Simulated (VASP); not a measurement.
Set up this calculation in VASP 6.6.1, as the native input.

```
Task                   : electric field gradients
Functional             : PBE
Potentials or basis    : VASP PAW PBE potentials, release 64 (Os)
Cutoff                 : 520 eV
k mesh                 : 14 × 14 × 14
Occupations            : fermi-dirac, width 0.05 eV
Spin                   : no spin polarisation
Dipole correction      : no
Further INCAR settings : ALGO = Normal; EDIFF = 1e-08; NBANDS = 10
```

The structure of Os lies in POSCAR:

```
Os
1.0
    0.0000000000      1.9187129938      1.9187129938
    1.9187129938      0.0000000000      1.9187129938
    1.9187129938      1.9187129938      0.0000000000
Os
1
Direct
    0.0000000000      0.0000000000      0.0000000000
```

This cell differs from its parent crystal: volume scaled by 0.96.

One way to write it, as run:

INCAR

```
ALGO = Normal
EDIFF = 1E-8
ENCUT = 520
GGA = PE
ISIF = 2
ISMEAR = -1
LASPH = T
LCHARG = F
LEFG = T
LREAL = F
LWAVE = F
NBANDS = 10
NELM = 100
PREC = Accurate
SIGMA = 0.05
```

KPOINTS

```
k-points
0
Gamma
  14 14 14
```

Potentials or basis: VASP PAW PBE potentials, release 64 (Os).

Run with:

```console
$ cat potpaw_PBE.64/Os/POTCAR > POTCAR
$ mpirun -np 1 vasp_std > vasp.out
```

It gave:

* Pressure: 6.1 GPa
* Band gap on the k mesh: zero (band 4 reaches 11.58 eV, above the bottom of band 5 at 7.88 eV)

Caveat: without QUAD_EFG the Cq values of the log hold for a quadrupole moment of 1 mb, not for the nuclei; spin-orbit coupling is left out, which moves the levels of the heavy elements.

Wall time 9.9 s on 1 thread of Intel(R) Xeon(R) Platinum 8488C (Sapphire Rapids), with other jobs on the host, peak memory 0.13 GiB.
